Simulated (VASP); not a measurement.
# PbSe in VASP: further runs, part 2 of 2

VASP 6.6.1.

## Step 4: Single point, PBE (uniaxial x strain -1.0%)

File INCAR:

```
ALGO = Normal
EDIFF = 1E-6
ENCUT = 500
GGA = PE
GGA_COMPAT = False
ISIF = 2
ISMEAR = -1
LASPH = True
LCHARG = False
LREAL = False
LWAVE = False
NBANDS = 17
NELM = 120
PREC = Accurate
SIGMA = 0.02
```

File KPOINTS:

```
k-points
0
Gamma
  8 8 8
```

File POSCAR:

```
PbSe
1.0
    0.0000000000      3.0887022191      3.0887022191
    3.0578151969      0.0000000000      3.0887022191
    3.0578151969      3.0887022191      0.0000000000
Pb Se
1 1
Direct
    0.0000000000      0.0000000000      0.0000000000
    0.5000000000      0.5000000000      0.5000000000
```

Potentials or basis: VASP PAW PBE potentials, release 64 (Pb_d, Se).

Launch:

```bash
cat potpaw_PBE.64/Pb_d/POTCAR potpaw_PBE.64/Se/POTCAR > POTCAR
mpirun -np 1 vasp_std > vasp.out
```

OUTCAR:

```text
EDIFF = 1E-6
   ENCUT = 500
   GGA = PE
   ISIF = 2
   ISMEAR = -1
   LASPH = True
   LREAL = False
   NELM = 120
   PREC = Accurate

 ion  position               nearest neighbor table
   1  0.000  0.000  0.000-   2 3.06   2 3.06   2 3.09   2 3.09   2 3.09   2 3.09
   2  0.500  0.500  0.500-   1 3.06   1 3.06   1 3.09   1 3.09   1 3.09   1 3.09

  LATTYP: Found a body centered tetragonal cell.
 ALAT       =     4.3680845684
 C/A-ratio  =     1.4000714267

  Lattice vectors:

 A1 = (  -3.0578151969,   0.0000000000,  -3.0887022191)
 A2 = (  -3.0578151969,   0.0000000000,   3.0887022191)
 A3 = (   3.0578151969,   3.0887022191,   0.0000000000)

Analysis of symmetry for initial positions (statically):
=====================================================================
 Subroutine PRICEL returns:
 Original cell was already a primitive cell.

 Routine SETGRP: Setting up the symmetry group for a
 body centered tetragonal supercell.

 Subroutine GETGRP returns: Found 16 space group operations
 (whereof 16 operations were pure point group operations)
 out of a pool of 16 trial point group operations.

The static configuration has the point symmetry D_4h.

Analysis of symmetry for dynamics (positions and initial velocities):
=====================================================================
 Subroutine PRICEL returns:
 Original cell was already a primitive cell.

 Routine SETGRP: Setting up the symmetry group for a
 body centered tetragonal supercell.

 Subroutine GETGRP returns: Found 16 space group operations
 (whereof 16 operations were pure point group operations)
 out of a pool of 16 trial point group operations.

The dynamic configuration has the point symmetry D_4h.

 Subroutine INISYM returns: Found 16 space group operations
[... 104 lines left out ...]
   ISYM   =      2    0-nonsym 1-usesym 2-fastsym
   POTIM  = 0.5000    time-step for ionic-motion
   TEBEG  =    0.0;   TEEND  =   0.0 temperature during run
   PSTRESS=    0.0 pullay stress
   NELECT =      20.0000    total number of electrons
   NUPDOWN=      -1.0000    fix difference up-down
   EMIN   =  10.00;   EMAX   =-10.00  energy-range for DOS
   EFERMI =   0.00;   METHOD = LEGACY
   ISMEAR =    -1;   SIGMA  =   0.02  broadening in eV -4-tet -1-fermi 0-gaus
   EFERMI_NEDOS =   21; number of points for ismear=-14 and -15
   IALGO  =     38    algorithm
   IMIX   =      4    mixing-type and parameters
     AMIX     =   0.40;   BMIX     =  1.00
     AMIX_MAG =   1.60;   BMIX_MAG =  1.00
  volume/ion in A,a.u.               =      29.17       196.86
  Fermi-wavevector in a.u.,A,eV,Ry     =   1.145743  2.165140 17.860723  1.312726
  Thomas-Fermi vector in A             =   2.282430
   LORBIT       =      0    0 simple, 1 ext, 2 COOP (PROOUT), +10 PAW based schemes
   GGA     = PE    functional components
   LHFCALC =     F    Hartree Fock is set to
   AEXX    =    0.0000 exact exchange contribution
   IVDW    =     0    specifies the selected vdW correction
   LEPSILON=     F    determine dielectric tensor
   LRPA    =     F    only Hartree local field effects (RPA)
 non-spin polarized calculation
  energy-cutoff  :      500.00
  volume of cell :       58.34
 maximum number of plane-waves:      1500
   NGX = 15   NGY = 15   NGZ = 15

 number of electron      19.9999995 magnetization

 Free energy of the ion-electron system (eV)
  ---------------------------------------------------
  ext. energy  EPLUGINS =         0.00000000
  ---------------------------------------------------
  free energy    TOTEN  =        -8.18920530 eV

  energy without entropy =       -8.18920422  energy(sigma->0) =       -8.18920476

 E-fermi :   5.0174     XC(G=0):  -9.4503

 val. band max:        4.8448809636   @ k =   0.5000   0.0000   0.0000
 cond. band min:       5.1900081604   @ k =   0.5000   0.0000   0.0000
 fundamental gap:      0.3451271968
 Fermi energy:         5.0174444654

 k-point     1 :       0.0000    0.0000    0.0000
  band No.  band energies     occupation
      1     -11.9551      2.00000
      2     -11.9521      2.00000
      3     -11.9521      2.00000
      4     -11.9513      2.00000
      5     -11.9455      2.00000
      6      -8.5928      2.00000
[... 457 lines left out ...]
      4     -11.9357      2.00000
      5     -11.9326      2.00000
      6      -7.9473      2.00000
[... 9 lines left out ...]
     16      14.2925      0.00000
     17      15.4380      0.00000

 [... further k-points ...]
[... 5 lines left out ...]
  --------------------------------------------------------------------------------------
  -------------------------------------------------------------------------------------
  Total        0.8283843      0.3849645      0.3849645      0.0000000      0.0000000     -0.0000000
  in kB       22.7483092     10.5715338     10.5715338      0.0000000      0.0000000     -0.0000000
  external PRESSURE =      14.6304590 kB  Pullay stress =       0.0000000 kB

 VOLUME and BASIS-vectors are now :
 -----------------------------------------------------------------------------
  energy-cutoff  :      500.00
  volume of cell :       58.34
      direct lattice vectors                 reciprocal lattice vectors
     0.000000000  3.088702219  3.088702219    -0.163515441  0.161880286  0.161880286
     3.057815197  0.000000000  3.088702219     0.163515441 -0.161880286  0.161880286
     3.057815197  3.088702219  0.000000000     0.163515441  0.161880286 -0.161880286

 POSITION                                       TOTAL-FORCE (eV/Angst)
 -----------------------------------------------------------------------------------
      0.00000      0.00000      0.00000        -0.000000     -0.000000      0.000000
      3.05782      3.08870      3.08870         0.000000      0.000000     -0.000000
 -----------------------------------------------------------------------------------
    total drift:                                0.000000     -0.000000     -0.000000

  FREE ENERGIE OF THE ION-ELECTRON SYSTEM (eV)
  ---------------------------------------------------
  free  energy   TOTEN  =        -8.1892053018 eV

  energy  without entropy=       -8.1892042249  energy(sigma->0) =       -8.18920476
```

Wall time 18 s (1 thread of Intel Xeon 6975P-C (Granite Rapids), shared host); peak memory 0.2 GiB.

Results:

```
Free energy            : -8.1892 eV
Pressure               : 1.5 GPa
Band gap on the k mesh : 0.35 eV, direct
```

Stress tensor (GPa, compression positive):
```
2.27 0.00 0.00
0.00 1.06 0.00
0.00 0.00 1.06
```

Caveat: the cell differs from its parent crystal (uniaxial x strain -1.0%); spin-orbit coupling is left out, which moves the levels of the heavy elements. A k mesh can miss the band edges.

## Step 5: Summary

| level | cell | cutoff (eV) | smearing | gap on the mesh (eV) | pressure (GPa) |
| --- | --- | --- | --- | --- | --- |
| PBE | a = 4.368 Å, angles 60.0°, 2 atoms | 500 | fermi-dirac 0.02 eV | 0.38 | 0.9 |
| r2SCAN | a = 4.368 Å, angles 60.0°, 2 atoms | 550 | gaussian 0.01 eV | 0.67 | 0.0 |
| PBE | a = 4.368, b = 4.346, c = 4.346 Å, angles 60.3, 59.8, 59.8°, 2 atoms | 500 | fermi-dirac 0.02 eV | 0.35 | 1.5 |

Alike in all rows: task single point; potentials or basis VASP PAW PBE potentials, release 64 (Pb_d, Se); no spin polarisation; k mesh 8 × 8 × 8.

Caveats: spin-orbit coupling is left out, which moves the levels of the heavy elements; the PAW data sets were made with another functional, which shifts forces and pressure a little (some runs).

Total energies depend on the potentials used, so only differences within one code and one set of settings carry meaning.
